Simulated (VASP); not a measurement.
# WSe2 (single layer cut from the bulk crystal) in VASP: single point with PBE

Aim: the single point of WSe2 (single layer cut from the bulk crystal) with PBE.

Program: VASP 6.6.1. These are calculated values, not measurements. Logs are shortened: lines on timing, memory, paths and dates and some standing lists are left out, and cuts for length are marked.

## Step 1: The cell of the first run

The cell holds a slab with vacuum, 3 atoms: a = 3.318 Å, b = 3.318 Å, c = 16.325 Å, α = 90.00°, β = 90.00°, γ = 120.00°.

## Step 2: Single point, PBE

The input, INCAR:

```
SYSTEM = WSe2
  PREC = Accurate
  ENCUT = 520
  EDIFF = 1E-6
  ISMEAR = 0
  SIGMA = 0.05
  LREAL = .False.
  LASPH = .True.
  NELM = 80
  ALGO = Normal
  ISIF = 2
  LWAVE = .False.
  LCHARG = .False.
  GGA = PE
  NBANDS = 20
```

The input, KPOINTS:

```
regular mesh
0
Gamma
  24 24 1
  0 0 0
```

The input, POSCAR:

```
WSe2
1.0
    3.3178488600      0.0000000000      0.0000000000
   -1.6589244300      2.8733414000      0.0000000000
    0.0000000000      0.0000000000     16.3254055300
W Se
1 2
Direct
    0.0000000000      0.0000000000      0.5000000000
    0.3333333300      0.6666666700      0.6018851800
    0.3333333300      0.6666666700      0.3981148200
```

Potentials or basis: VASP PAW PBE potentials, release 64 (W_sv, Se).

The run is started by

```
$ cat potpaw_PBE.64/W_sv/POTCAR potpaw_PBE.64/Se/POTCAR > POTCAR
$ mpirun -np 1 vasp_std > vasp.out
```

OUTCAR:

```text
SYSTEM = WSe2
   PREC = Accurate
   ENCUT = 520
   EDIFF = 1E-6
   ISMEAR = 0
   LREAL = .False.
   LASPH = .True.
   NELM = 80
   ISIF = 2
   GGA = PE

 ion  position               nearest neighbor table
   1  0.000  0.000  0.500-   2 2.54   3 2.54   2 2.54   3 2.54   2 2.54   3 2.54
   2  0.333  0.667  0.602-   1 2.54   1 2.54   1 2.54
   3  0.333  0.667  0.398-   1 2.54   1 2.54   1 2.54

  LATTYP: Found a hexagonal cell.
 ALAT       =     3.3178488600
 C/A-ratio  =     4.9204789666

  Lattice vectors:

 A1 = (   3.3178488600,   0.0000000000,   0.0000000000)
 A2 = (  -1.6589244300,   2.8733414000,   0.0000000000)
 A3 = (   0.0000000000,   0.0000000000,  16.3254055300)

Analysis of symmetry for initial positions (statically):
=====================================================================
 Subroutine PRICEL returns:
 Original cell was already a primitive cell.

 Routine SETGRP: Setting up the symmetry group for a
 hexagonal supercell.

 Subroutine GETGRP returns: Found 12 space group operations
 (whereof 12 operations were pure point group operations)
 out of a pool of 24 trial point group operations.

The static configuration has the point symmetry D_3h.

Analysis of symmetry for dynamics (positions and initial velocities):
=====================================================================
 Subroutine PRICEL returns:
 Original cell was already a primitive cell.

 Routine SETGRP: Setting up the symmetry group for a
 hexagonal supercell.

 Subroutine GETGRP returns: Found 12 space group operations
 (whereof 12 operations were pure point group operations)
 out of a pool of 24 trial point group operations.

The dynamic configuration has the point symmetry D_3h.

 Subroutine INISYM returns: Found 12 space group operations
 (whereof 12 operations are pure point group operations),
 and found     1 'primitive' translations

----------------------------------------------------------------------------------------

                                     Primitive cell

  volume of cell :     155.6352

  direct lattice vectors                    reciprocal lattice vectors
     3.317848860  0.000000000  0.000000000     0.301400107  0.174013433  0.000000000
    -1.658924430  2.873341400  0.000000000     0.000000000  0.348026865  0.000000000
     0.000000000  0.000000000 16.325405530     0.000000000  0.000000000  0.061254221

  length of vectors
     3.317848860  3.317848861 16.325405530     0.348026865  0.348026865  0.061254221

  position of ions in fractional coordinates (direct lattice)
     0.000000000  0.000000000  0.500000000
     0.333333330  0.666666670  0.601885180
     0.333333330  0.666666670  0.398114820

  ion indices of the primitive-cell ions
   primitive index   ion index
                 1           1
                 2           2
                 3           3

----------------------------------------------------------------------------------------

 KPOINTS: regular mesh

Automatic generation of k-mesh.
 Grid dimensions read from file:
 generate k-points for:   24   24    1

 Generating k-lattice:

  Cartesian coordinates                     Fractional coordinates (reciprocal lattice)
     0.012558338  0.007250560  0.000000000     0.041666667  0.000000000  0.000000000
     0.000000000  0.014501119  0.000000000     0.000000000  0.041666667  0.000000000
     0.000000000  0.000000000  0.061254221     0.000000000  0.000000000  1.000000000

  Length of vectors
     0.014501119  0.014501119  0.061254221

  Shift w.r.t. Gamma in fractional coordinates (k-lattice)
     0.000000000  0.000000000  0.000000000

 Subroutine IBZKPT returns following result:
 ===========================================

 Found     61 irreducible k-points:

 Following reciprocal coordinates:
            Coordinates               Weight
  0.000000  0.000000  0.000000      1.000000
  0.041667  0.000000  0.000000      6.000000
  0.083333  0.000000  0.000000      6.000000
  0.125000  0.000000  0.000000      6.000000
  0.166667 -0.000000  0.000000      6.000000
  0.208333 -0.000000  0.000000      6.000000
[... 16 lines left out ...]
  0.416667  0.041667  0.000000     12.000000
  0.458333  0.041667  0.000000     12.000000
 [... further k-points ...]
   k-points           NKPTS =     61   k-points in BZ     NKDIM =     61   number of bands    NBANDS=     20
   number of dos      NEDOS =    301   number of ions     NIONS =      3
   total plane-waves  NPLWV =  98784
   dimension x,y,z NGX =    28 NGY =   28 NGZ =  126
   dimension x,y,z NGXF=    56 NGYF=   56 NGZF=  252
   ions per type =               1   2
   NGX,Y,Z   is equivalent  to a cutoff of  14.03, 14.03, 12.83 a.u.
   NGXF,Y,Z  is equivalent  to a cutoff of  28.06, 28.06, 25.66 a.u.
 SYSTEM =  WSe2
   PREC   = accura    normal or accurate (medium, high low for compatibility)
   ISTART =      0    job   : 0-new  1-cont  2-samecut
   ICHARG =      2    charge: 1-file 2-atom 10-const
   ISPIN  =      1    spin polarized calculation?
   LNONCOLLINEAR =      F non collinear calculations
   LSORBIT =      F    spin-orbit coupling
   LASPH  =      T    aspherical Exc in radial PAW
   ENCUT  =  520.0 eV  38.22 Ry    6.18 a.u.   6.17  6.17 30.35*2*pi/ulx,y,z
   NELM   =     80;   NELMIN=  2; NELMDL= -5     # of ELM steps
   EDIFF  = 0.1E-05   stopping-criterion for ELM
   LREAL  =      F    real-space projection
   EDIFFG = 0.1E-04   stopping-criterion for IOM
   NSW    =      0    number of steps for IOM
   IBRION =     -1    ionic relax: 0-MD 1-quasi-New 2-CG
   NFREE  =      0    steps in history (QN), initial steepest desc. (CG)
   ISIF   =      2    stress and relaxation
   ISYM   =      2    0-nonsym 1-usesym 2-fastsym
   POTIM  = 0.5000    time-step for ionic-motion
   TEBEG  =    0.0;   TEEND  =   0.0 temperature during run
   PSTRESS=    0.0 pullay stress
   NELECT =      26.0000    total number of electrons
   NUPDOWN=      -1.0000    fix difference up-down
   EMIN   =  10.00;   EMAX   =-10.00  energy-range for DOS
   EFERMI =   0.00;   METHOD = LEGACY
   ISMEAR =     0;   SIGMA  =   0.05  broadening in eV -4-tet -1-fermi 0-gaus
   EFERMI_NEDOS =   21; number of points for ismear=-14 and -15
   IALGO  =     38    algorithm
   IMIX   =      4    mixing-type and parameters
     AMIX     =   0.40;   BMIX     =  1.00
     AMIX_MAG =   1.60;   BMIX_MAG =  1.00
  volume/ion in A,a.u.               =      51.88       350.09
  Fermi-wavevector in a.u.,A,eV,Ry     =   0.901633  1.703840 11.060759  0.812943
  Thomas-Fermi vector in A             =   2.024738
   LORBIT       =      0    0 simple, 1 ext, 2 COOP (PROOUT), +10 PAW based schemes
   GGA     = PE    functional components
   LHFCALC =     F    Hartree Fock is set to
   AEXX    =    0.0000 exact exchange contribution
   IVDW    =     0    specifies the selected vdW correction
   LEPSILON=     F    determine dielectric tensor
   LRPA    =     F    only Hartree local field effects (RPA)
 non-spin polarized calculation
 Gauss-broadening in eV      SIGMA  =   0.05
  energy-cutoff  :      520.00
  volume of cell :      155.64
 maximum number of plane-waves:      4225
 NGX is ok and might be reduce to    28
   NGX = 13   NGY = 13   NGZ = 61

 number of electron      26.0000003 magnetization

 Free energy of the ion-electron system (eV)
  ---------------------------------------------------
  ext. energy  EPLUGINS =         0.00000000
  ---------------------------------------------------
  free energy    TOTEN  =       -21.61740486 eV

  energy without entropy =      -21.61740486  energy(sigma->0) =      -21.61740486

 E-fermi :  -0.3889     XC(G=0):  -4.8709

 val. band max:       -0.7931215855   @ k =   0.3333   0.3333   0.0000
 cond. band min:       0.7313112335   @ k =   0.3333   0.3333   0.0000
 fundamental gap:      1.5244328190
 Fermi energy:        -0.3889133413

 k-point     1 :       0.0000    0.0000    0.0000
  band No.  band energies     occupation
      1     -74.8449      2.00000
      2     -39.0711      2.00000
      3     -38.9718      2.00000
      4     -38.9718      2.00000
      5     -15.5316      2.00000
      6     -14.2449      2.00000
[... 12 lines left out ...]
     19       4.1454      0.00000
     20       4.3773      0.00000

 k-point     2 :       0.0417    0.0000    0.0000
  band No.  band energies     occupation
      1     -74.8448      2.00000
      2     -39.0704      2.00000
      3     -38.9755      2.00000
      4     -38.9727      2.00000
      5     -15.5060      2.00000
      6     -14.2324      2.00000
[... 12 lines left out ...]
     19       4.1814      0.00000
     20       4.4716      0.00000

 k-point     3 :       0.0833    0.0000    0.0000
  band No.  band energies     occupation
      1     -74.8443      2.00000
      2     -39.0683      2.00000
      3     -38.9863      2.00000
      4     -38.9752      2.00000
      5     -15.4300      2.00000
      6     -14.1953      2.00000
[... 12 lines left out ...]
     19       4.2849      0.00000
     20       4.7423      0.00000

 k-point     4 :       0.1250    0.0000    0.0000
  band No.  band energies     occupation
      1     -74.8436      2.00000
      2     -39.0651      2.00000
      3     -39.0033      2.00000
      4     -38.9792      2.00000
      5     -15.3064      2.00000
      6     -14.1350      2.00000
[... 12 lines left out ...]
     19       4.4489      0.00000
     20       5.1096      0.00000

 k-point     5 :       0.1667   -0.0000    0.0000
  band No.  band energies     occupation
      1     -74.8427      2.00000
      2     -39.0608      2.00000
      3     -39.0255      2.00000
      4     -38.9845      2.00000
      5     -15.1393      2.00000
      6     -14.0537      2.00000
[... 12 lines left out ...]
     19       4.6683      0.00000
     20       5.4536      0.00000

 k-point     6 :       0.2083   -0.0000    0.0000
  band No.  band energies     occupation
      1     -74.8416      2.00000
      2     -39.0559      2.00000
      3     -39.0512      2.00000
      4     -38.9905      2.00000
      5     -14.9354      2.00000
      6     -13.9550      2.00000
[... 12 lines left out ...]
     19       4.9374      0.00000
     20       5.7260      0.00000

 k-point     7 :       0.2500    0.0000    0.0000
  band No.  band energies     occupation
      1     -74.8404      2.00000
      2     -39.0786      2.00000
      3     -39.0506      2.00000
      4     -38.9970      2.00000
      5     -14.7032      2.00000
      6     -13.8436      2.00000
[... 12 lines left out ...]
     19       5.2462      0.00000
     20       5.9129      0.00000
[... 277 lines left out ...]
 k-point    20 :       0.2917    0.0417    0.0000
  band No.  band energies     occupation
      1     -74.8386      2.00000
      2     -39.1189      2.00000
      3     -39.0424      2.00000
      4     -39.0084      2.00000
      5     -14.3148      2.00000
      6     -13.6601      2.00000
[... 12 lines left out ...]
     19       5.7667      0.00000
     20       5.8275      0.00000

 k-point    21 :       0.3333    0.0417    0.0000
  band No.  band energies     occupation
      1     -74.8376      2.00000
      2     -39.1421      2.00000
      3     -39.0378      2.00000
      4     -39.0142      2.00000
      5     -14.0722      2.00000
      6     -13.5483      2.00000
[... 12 lines left out ...]
     19       5.7257      0.00000
     20       6.0593      0.00000

 k-point    22 :       0.3750    0.0417    0.0000
  band No.  band energies     occupation
      1     -74.8367      2.00000
      2     -39.1610      2.00000
      3     -39.0340      2.00000
      4     -39.0190      2.00000
      5     -13.8582      2.00000
      6     -13.4520      2.00000
[... 12 lines left out ...]
     19       5.9566      0.00000
     20       6.2610      0.00000

 k-point    23 :       0.4167    0.0417    0.0000
  band No.  band energies     occupation
      1     -74.8362      2.00000
      2     -39.1743      2.00000
      3     -39.0314      2.00000
      4     -39.0224      2.00000
      5     -13.6963      2.00000
      6     -13.3808      2.00000
[... 12 lines left out ...]
     19       6.2024      0.00000
     20       6.3859      0.00000

 k-point    24 :       0.4583    0.0417    0.0000
  band No.  band energies     occupation
      1     -74.8358      2.00000
      2     -39.1812      2.00000
      3     -39.0300      2.00000
      4     -39.0241      2.00000
      5     -13.6084      2.00000
      6     -13.3429      2.00000
[... 12 lines left out ...]
     19       6.3694      0.00000
     20       6.4620      0.00000

 [... further k-points ...]

------------------------ aborting loop because EDIFF is reached ----------------------------------------

  FORCE on cell =-STRESS in cart. coord.  units (eV):
  Direction    XX          YY          ZZ          XY          YZ          ZX
  --------------------------------------------------------------------------------------
  -------------------------------------------------------------------------------------
  Total        0.4993442      0.4993442      1.0550737      0.0000000      0.0000000      0.0000000
  in kB        5.1404693      5.1404693     10.8613938      0.0000000      0.0000000      0.0000000
  external PRESSURE =       7.0474441 kB  Pullay stress =       0.0000000 kB

 VOLUME and BASIS-vectors are now :
 -----------------------------------------------------------------------------
  energy-cutoff  :      520.00
  volume of cell :      155.64
      direct lattice vectors                 reciprocal lattice vectors
     3.317848860  0.000000000  0.000000000     0.301400107  0.174013433  0.000000000
    -1.658924430  2.873341400  0.000000000     0.000000000  0.348026865  0.000000000
     0.000000000  0.000000000 16.325405530     0.000000000  0.000000000  0.061254221

 POSITION                                       TOTAL-FORCE (eV/Angst)
 -----------------------------------------------------------------------------------
      0.00000      0.00000      8.16270         0.000000      0.000000      0.000000
     -0.00000      1.91556      9.82602        -0.000000     -0.000000      0.320560
     -0.00000      1.91556      6.49939         0.000000     -0.000000     -0.320560
 -----------------------------------------------------------------------------------
    total drift:                                0.000011     -0.000006     -0.000000

  FREE ENERGIE OF THE ION-ELECTRON SYSTEM (eV)
  ---------------------------------------------------
  free  energy   TOTEN  =       -21.6174048572 eV

  energy  without entropy=      -21.6174048572  energy(sigma->0) =      -21.61740486
```

Run time: 4.2 min. Hardware: 1 thread of AMD EPYC 7R13, shared host; peak memory 0.41 GiB.

Results:

```yaml
Free_energy: -21.6174 eV
Largest_force: 0.321 eV/Å
Band_gap_on_the_k_mesh: 1.52 eV, direct
```

Forces in eV/Å, atoms in the order of the input:
```
W    0.000  0.000  0.000
Se   0.000  0.000  0.321
Se   0.000  0.000 -0.321
```

Levels at points of the mesh, in eV from the valence-band top:
| k point | band 11 | band 12 | band 13 | band 14 | band 15 | band 16 |
| --- | --- | --- | --- | --- | --- | --- |
| (0.00, 0.00, 0.00) | -1.28 | -1.28 | -0.27 | 2.93 | 2.93 | 3.13 |
| (0.50, 0.00, 0.00) | -2.08 | -0.97 | -0.97 | 2.35 | 2.74 | 3.73 |

Caveat: spin-orbit coupling is left out, which moves the levels of the heavy elements.
